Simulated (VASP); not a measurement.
# GeBr (Fm-3m) in VASP: density of states with PBE

Aim: the density of states of GeBr with PBE.

Everything below comes from runs of VASP 6.6.1. Logs are shortened: lines on timing, memory, paths and dates and some standing lists are left out, and cuts for length are marked.

## (1) The cell of the first run

The structure is cubic, space group Fm-3m (No. 225). Conventional cell: a = 6.050 Å, b = 6.050 Å, c = 6.050 Å, α = 90.00°, β = 90.00°, γ = 90.00°. Ge (site symmetry m-3m) has 6 Br at 3.02 Å within 4.0 Å. Br (site symmetry m-3m) has 6 Ge at 3.02 Å within 4.0 Å.

## (2) Density of states, PBE

POSCAR

```
GeBr
1.0
    0.0000000000      3.0248629404      3.0248629404
    3.0248629404      0.0000000000      3.0248629404
    3.0248629404      3.0248629404      0.0000000000
Ge Br
1 1
Direct
    0.5000000000      0.5000000000      0.5000000000
    0.0000000000      0.0000000000      0.0000000000
```

INCAR.step1

```
PREC     = Accurate       # precision mode
ENCUT    = 520            # plane-wave cutoff, eV
EDIFF    = 1E-6           # SCF threshold, eV
ISMEAR   = 0              # smearing method
SIGMA    = 0.1            # smearing width, eV
LREAL    = F              # projectors in reciprocal space
LASPH    = T              # aspherical terms in the spheres
NELM     = 100            # most SCF steps
ALGO     = Normal         # electronic algorithm
ISIF     = 2              # what is computed and relaxed
LWAVE    = F              # write WAVECAR
LCHARG   = T              # write CHGCAR
GGA      = PE             # functional
NBANDS   = 18             # bands
```

KPOINTS.step1

```
regular mesh
0
Gamma
  16 16 16
```

INCAR.step2

```
PREC     = Accurate       # precision mode
ENCUT    = 520            # plane-wave cutoff, eV
EDIFF    = 1E-6           # SCF threshold, eV
ISMEAR   = -5             # smearing method
SIGMA    = 0.1            # smearing width, eV
LREAL    = F              # projectors in reciprocal space
LASPH    = T              # aspherical terms in the spheres
NELM     = 100            # most SCF steps
ALGO     = Normal         # electronic algorithm
ISIF     = 2              # what is computed and relaxed
LWAVE    = F              # write WAVECAR
LCHARG   = F              # write CHGCAR
GGA      = PE             # functional
LORBIT   = 11             # projections on sites
NEDOS    = 2001           # points of the DOS
ICHARG   = 11             # starting density
```

KPOINTS.step2

```
regular mesh
0
Gamma
  24 24 24
```

Potentials or basis: VASP PAW PBE potentials, release 64 (Ge_d, Br).

Run with:

```console
> cat potpaw_PBE.64/Ge_d/POTCAR potpaw_PBE.64/Br/POTCAR > POTCAR
> cp INCAR.step1 INCAR
> cp KPOINTS.step1 KPOINTS
> mpirun -np 1 vasp_std > vasp.out
> cp INCAR.step2 INCAR
> cp KPOINTS.step2 KPOINTS
> mpirun -np 1 vasp_std > vasp.out
```

OUTCAR:

```text
PREC = Accurate
   ENCUT = 520
   EDIFF = 1E-6
   ISMEAR = -5
   LREAL = F
   LASPH = T
   NELM = 100
   ISIF = 2
   GGA = PE
   LORBIT = 11
   ICHARG = 11

 ion  position               nearest neighbor table
   1  0.500  0.500  0.500-
   2  0.000  0.000  0.000-

  LATTYP: Found a face centered cubic cell.
 ALAT       =     6.0497258808

  Lattice vectors:

 A1 = (   0.0000000000,   3.0248629404,   3.0248629404)
 A2 = (   3.0248629404,   0.0000000000,   3.0248629404)
 A3 = (   3.0248629404,   3.0248629404,   0.0000000000)

Analysis of symmetry for initial positions (statically):
=====================================================================
 Subroutine PRICEL returns:
 Original cell was already a primitive cell.

 Routine SETGRP: Setting up the symmetry group for a
 face centered cubic supercell.

 Subroutine GETGRP returns: Found 48 space group operations
 (whereof 48 operations were pure point group operations)
 out of a pool of 48 trial point group operations.

The static configuration has the point symmetry O_h .

Analysis of symmetry for dynamics (positions and initial velocities):
=====================================================================
 Subroutine PRICEL returns:
 Original cell was already a primitive cell.

 Routine SETGRP: Setting up the symmetry group for a
 face centered cubic supercell.

 Subroutine GETGRP returns: Found 48 space group operations
 (whereof 48 operations were pure point group operations)
 out of a pool of 48 trial point group operations.

The dynamic configuration has the point symmetry O_h .

 Subroutine INISYM returns: Found 48 space group operations
 (whereof 48 operations are pure point group operations),
 and found     1 'primitive' translations

----------------------------------------------------------------------------------------

                                     Primitive cell

  volume of cell :      55.3538

  direct lattice vectors                    reciprocal lattice vectors
     0.000000000  3.024862940  3.024862940    -0.165296746  0.165296746  0.165296746
     3.024862940  0.000000000  3.024862940     0.165296746 -0.165296746  0.165296746
     3.024862940  3.024862940  0.000000000     0.165296746  0.165296746 -0.165296746

  length of vectors
     4.277802195  4.277802195  4.277802195     0.286302362  0.286302362  0.286302362

  position of ions in fractional coordinates (direct lattice)
     0.500000000  0.500000000  0.500000000
     0.000000000  0.000000000  0.000000000

  ion indices of the primitive-cell ions
   primitive index   ion index
                 1           1
                 2           2

----------------------------------------------------------------------------------------

 KPOINTS: regular mesh

Automatic generation of k-mesh.
 Grid dimensions read from file:
 generate k-points for:   24   24   24

 Generating k-lattice:

  Cartesian coordinates                     Fractional coordinates (reciprocal lattice)
    -0.006887364  0.006887364  0.006887364     0.041666667  0.000000000  0.000000000
     0.006887364 -0.006887364  0.006887364     0.000000000  0.041666667  0.000000000
     0.006887364  0.006887364 -0.006887364     0.000000000  0.000000000  0.041666667

  Length of vectors
     0.011929265  0.011929265  0.011929265

  Shift w.r.t. Gamma in fractional coordinates (k-lattice)
     0.000000000  0.000000000  0.000000000

 TETIRR: Found   1864 inequivalent tetrahedra from    82944

 Subroutine IBZKPT returns following result:
 ===========================================

 Found    413 irreducible k-points:

 Following reciprocal coordinates:
            Coordinates               Weight
  0.000000  0.000000  0.000000      1.000000
  0.041667  0.000000  0.000000      8.000000
  0.083333  0.000000  0.000000      8.000000
  0.125000  0.000000  0.000000      8.000000
  0.166667  0.000000  0.000000      8.000000
  0.208333  0.000000  0.000000      8.000000
[... 16 lines left out ...]
  0.416667  0.041667  0.000000     24.000000
  0.458333  0.041667  0.000000     24.000000
 [... further k-points ...]
   k-points           NKPTS =    413   k-points in BZ     NKDIM =    413   number of bands    NBANDS=     14
   number of dos      NEDOS =   2001   number of ions     NIONS =      2
   total plane-waves  NPLWV =  32768
   dimension x,y,z NGX =    32 NGY =   32 NGZ =   32
   dimension x,y,z NGXF=    64 NGYF=   64 NGZF=   64
   ions per type =               1   1
   NGX,Y,Z   is equivalent  to a cutoff of  12.44, 12.44, 12.44 a.u.
   NGXF,Y,Z  is equivalent  to a cutoff of  24.87, 24.87, 24.87 a.u.
 SYSTEM =  unknown system
   PREC   = accura    normal or accurate (medium, high low for compatibility)
   ISTART =      0    job   : 0-new  1-cont  2-samecut
   ICHARG =     11    charge: 1-file 2-atom 10-const
   ISPIN  =      1    spin polarized calculation?
   LNONCOLLINEAR =      F non collinear calculations
   LSORBIT =      F    spin-orbit coupling
   LASPH  =      T    aspherical Exc in radial PAW
   ENCUT  =  520.0 eV  38.22 Ry    6.18 a.u.   7.95  7.95  7.95*2*pi/ulx,y,z
   NELM   =    100;   NELMIN=  2; NELMDL=  0     # of ELM steps
   EDIFF  = 0.1E-05   stopping-criterion for ELM
   LREAL  =      F    real-space projection
   EDIFFG = 0.1E-04   stopping-criterion for IOM
   NSW    =      0    number of steps for IOM
   IBRION =     -1    ionic relax: 0-MD 1-quasi-New 2-CG
   NFREE  =      0    steps in history (QN), initial steepest desc. (CG)
   ISIF   =      2    stress and relaxation
   ISYM   =      2    0-nonsym 1-usesym 2-fastsym
   POTIM  = 0.5000    time-step for ionic-motion
   TEBEG  =    0.0;   TEEND  =   0.0 temperature during run
   PSTRESS=    0.0 pullay stress
   NELECT =      21.0000    total number of electrons
   NUPDOWN=      -1.0000    fix difference up-down
   EMIN   =  10.00;   EMAX   =-10.00  energy-range for DOS
   EFERMI =   0.00;   METHOD = LEGACY
   ISMEAR =    -5;   SIGMA  =   0.10  broadening in eV -4-tet -1-fermi 0-gaus
   EFERMI_NEDOS =   21; number of points for ismear=-14 and -15
   IALGO  =     38    algorithm
   IMIX   =      4    mixing-type and parameters
     AMIX     =   0.40;   BMIX     =  1.00
     AMIX_MAG =   1.60;   BMIX_MAG =  1.00
  volume/ion in A,a.u.               =      27.68       186.77
  Fermi-wavevector in a.u.,A,eV,Ry     =   1.185129  2.239569 19.109795  1.404530
  Thomas-Fermi vector in A             =   2.321329
   LORBIT       =     11    0 simple, 1 ext, 2 COOP (PROOUT), +10 PAW based schemes
   GGA     = PE    functional components
   LHFCALC =     F    Hartree Fock is set to
   AEXX    =    0.0000 exact exchange contribution
   IVDW    =     0    specifies the selected vdW correction
   LEPSILON=     F    determine dielectric tensor
   LRPA    =     F    only Hartree local field effects (RPA)
 non-spin polarized calculation
 Fermi weights with tetrahedron method with Bloechl corrections
  energy-cutoff  :      520.00
  volume of cell :       55.35
 maximum number of plane-waves:      1524

 number of electron      21.0000010 magnetization

 Free energy of the ion-electron system (eV)
  ---------------------------------------------------
  ext. energy  EPLUGINS =         0.00000000
  ---------------------------------------------------
  free energy    TOTEN  =        -5.67313492 eV

  energy without entropy =       -5.67313492  energy(sigma->0) =       -5.67313492

 E-fermi :   4.0888     XC(G=0):  -9.1430

 val. band max:        4.1047704337   @ k =  -0.2500   0.0417   0.0000
 cond. band min:       4.0791962082   @ k =  -0.2500   0.4583   0.2083
 fundamental gap:     -0.0255742255
 Fermi energy:         4.0887567540

 k-point     1 :       0.0000    0.0000    0.0000
  band No.  band energies     occupation
      1     -21.7126      2.00000
      2     -21.7126      2.00000
      3     -21.7113      2.00000
      4     -21.7113      2.00000
      5     -21.7113      2.00000
      6     -12.8687      2.00000
      7      -3.8608      2.00000
      8      -0.2116      2.00000
      9      -0.2116      2.00000
     10      -0.2116      2.00000
     11       6.2162      0.00000
     12       6.2162      0.00000
     13       6.2162      0.00000
     14       9.4161      0.00000

 k-point     2 :       0.0417    0.0000    0.0000
  band No.  band energies     occupation
      1     -21.7126      2.00000
      2     -21.7126      2.00000
      3     -21.7113      2.00000
      4     -21.7113      2.00000
      5     -21.7113      2.00000
      6     -12.8625      2.00000
      7      -3.8933      2.00000
      8      -0.2112      2.00000
      9      -0.2112      2.00000
     10      -0.1829      2.00000
     11       6.1248      0.00000
     12       6.1590      0.00000
     13       6.1590      0.00000
     14       9.4282      0.00000

 k-point     3 :       0.0833    0.0000    0.0000
  band No.  band energies     occupation
      1     -21.7127      2.00000
      2     -21.7127      2.00000
      3     -21.7113      2.00000
      4     -21.7113      2.00000
      5     -21.7112      2.00000
      6     -12.8442      2.00000
      7      -3.9861      2.00000
      8      -0.2100      2.00000
      9      -0.2100      2.00000
     10      -0.1008      2.00000
     11       5.8778      0.00000
     12       6.0007      0.00000
     13       6.0007      0.00000
     14       9.3780      0.00000

 k-point     4 :       0.1250    0.0000    0.0000
  band No.  band energies     occupation
      1     -21.7127      2.00000
      2     -21.7127      2.00000
      3     -21.7113      2.00000
      4     -21.7111      2.00000
      5     -21.7111      2.00000
      6     -12.8148      2.00000
      7      -4.1275      2.00000
      8      -0.2077      2.00000
      9      -0.2077      2.00000
     10       0.0240      2.00000
     11       5.5318      0.00000
     12       5.7727      0.00000
     13       5.7727      0.00000
     14       9.3535      0.00000

 k-point     5 :       0.1667    0.0000    0.0000
  band No.  band energies     occupation
      1     -21.7128      2.00000
      2     -21.7128      2.00000
      3     -21.7112      2.00000
      4     -21.7110      2.00000
      5     -21.7110      2.00000
      6     -12.7759      2.00000
      7      -4.3023      2.00000
      8      -0.2041      2.00000
      9      -0.2041      2.00000
     10       0.1790      2.00000
     11       5.1377      0.00000
[... 276 lines left out ...]
 k-point    22 :       0.3750    0.0417    0.0000
  band No.  band energies     occupation
      1     -21.7134      2.00000
      2     -21.7133      2.00000
      3     -21.7109      2.00000
      4     -21.7100      2.00000
      5     -21.7098      2.00000
      6     -12.5425      2.00000
      7      -5.1390      2.00000
      8      -0.2442      2.00000
      9      -0.1755      2.00000
     10       1.0008      2.00000
     11       3.3850      2.00000
     12       4.3953      0.00000
     13       4.5314      0.00000
     14      10.1255      0.00000

 k-point    23 :       0.4167    0.0417    0.0000
  band No.  band energies     occupation
      1     -21.7135      2.00000
      2     -21.7134      2.00000
      3     -21.7109      2.00000
      4     -21.7098      2.00000
      5     -21.7097      2.00000
      6     -12.5047      2.00000
      7      -5.2564      2.00000
      8      -0.2231      2.00000
      9      -0.1824      2.00000
     10       1.1340      2.00000
     11       3.1572      2.00000
     12       4.2721      0.00000
     13       4.3613      0.00000
     14      10.4726      0.00000

 k-point    24 :       0.4583    0.0417    0.0000
  band No.  band energies     occupation
      1     -21.7136      2.00000
      2     -21.7134      2.00000
      3     -21.7108      2.00000
      4     -21.7097      2.00000
      5     -21.7096      2.00000
      6     -12.4784      2.00000
      7      -5.3356      2.00000
      8      -0.1999      2.00000
      9      -0.1957      2.00000
     10       1.2380      2.00000
     11       2.9897      2.00000
     12       4.2062      0.00000
     13       4.2342      0.00000
     14      10.8149      0.00000

 [... further k-points ...]
[... 5 lines left out ...]
  --------------------------------------------------------------------------------------
  -------------------------------------------------------------------------------------
  Total       -0.0328790     -0.0328790     -0.0328790      0.0000000     -0.0000000     -0.0000000
  in kB       -0.9516601     -0.9516601     -0.9516601      0.0000000     -0.0000000     -0.0000000
  external PRESSURE =      -0.9516601 kB  Pullay stress =       0.0000000 kB

 VOLUME and BASIS-vectors are now :
 -----------------------------------------------------------------------------
  energy-cutoff  :      520.00
  volume of cell :       55.35
      direct lattice vectors                 reciprocal lattice vectors
     0.000000000  3.024862940  3.024862940    -0.165296746  0.165296746  0.165296746
     3.024862940  0.000000000  3.024862940     0.165296746 -0.165296746  0.165296746
     3.024862940  3.024862940  0.000000000     0.165296746  0.165296746 -0.165296746

 POSITION                                       TOTAL-FORCE (eV/Angst)
 -----------------------------------------------------------------------------------
      3.02486      3.02486      3.02486         0.000000      0.000000      0.000000
      0.00000      0.00000      0.00000        -0.000000     -0.000000     -0.000000
 -----------------------------------------------------------------------------------
    total drift:                                0.000000     -0.000000      0.000000

  FREE ENERGIE OF THE ION-ELECTRON SYSTEM (eV)
  ---------------------------------------------------
  free  energy   TOTEN  =        -5.6731349216 eV

  energy  without entropy=       -5.6731349216  energy(sigma->0) =       -5.67313492

 total charge

# of ion       s       p       d       tot
------------------------------------------
    1        1.364   0.655   9.984  12.003
    2        1.656   3.101   0.026   4.783
--------------------------------------------------
tot          3.020   3.756  10.010  16.785
```

Run time: 2.4 min. Hardware: 1 thread of AMD EPYC 9R14 (Zen 4), shared host; peak memory 0.43 GiB.

Results:

```yaml
Valence_electrons_inside_the_program's_atomic_spheres: Ge 12.00; Br 4.78
```

Levels at points of the mesh, in eV from the Fermi level:
```csv
k point,band 6,band 7,band 8,band 9,band 10,band 11,band 12,band 13,band 14
"(0.00, 0.00, 0.00)",-16.96,-7.95,-4.30,-4.30,-4.30,2.13,2.13,2.13,5.33
"(0.50, 0.00, 0.00)",-16.56,-9.48,-4.24,-4.24,-2.71,-1.27,0.02,0.02,7.01
"(0.50, 0.50, 0.00)",-16.46,-8.14,-6.58,-5.26,-5.26,2.61,2.61,2.69,2.88
```

Caveat: an odd number of electrons without spin polarisation forces a metal; a magnetic or distorted state may lie lower; tetrahedron occupations give inexact forces and stress in metals.
